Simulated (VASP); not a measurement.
Wanted: the native input for a VASP 6.6.1 run.

```
Task                   : single point
Functional             : PBE
Potentials or basis    : VASP PAW PBE potentials, release 64 (Hg, Te)
Cutoff                 : 520 eV
k mesh                 : 9 × 9 × 9
Occupations            : fermi-dirac, width 0.1 eV
Spin                   : no spin polarisation
Dipole correction      : no
Further INCAR settings : ALGO = Normal; EDIFF = 1e-06; NBANDS = 16
```

The structure of HgTe (Coloradoite) lies in POSCAR:

```
HgTe
1.0
    0.0000000000      3.3267593677      3.3267593677
    3.3267593677      0.0000000000      3.3267593677
    3.3267593677      3.3267593677      0.0000000000
Hg Te
1 1
Direct
    0.0000000000      0.0000000000      0.0000000000
    0.2500000000      0.2500000000      0.2500000000
```

These files were run (other wordings do the same):

INCAR

```
SYSTEM = HgTe
PREC = Accurate
ENCUT = 520
EDIFF = 1E-6
ISMEAR = -1
SIGMA = 0.1
LREAL = .FALSE.
LASPH = .TRUE.
NELM = 100
ALGO = Normal
ISIF = 2
LWAVE = .FALSE.
LCHARG = .FALSE.
GGA = PE
NBANDS = 16
```

KPOINTS

```
regular mesh
0
G
  9 9 9
  0 0 0
```

Potentials or basis: VASP PAW PBE potentials, release 64 (Hg, Te).

Launch:

```bash
$ cat potpaw_PBE.64/Hg/POTCAR potpaw_PBE.64/Te/POTCAR > POTCAR
$ mpirun -np 1 vasp_std > vasp.out
```

It gave:

The pressure is 0.0 GPa. The band gap on the k mesh is zero (filled and empty bands touch).

Caveat: spin-orbit coupling is left out, which moves the levels of the heavy elements.

It took 15 s on 1 thread of Intel(R) Xeon(R) 6975P-C (Granite Rapids), on a shared host, peak memory 0.22 GiB.
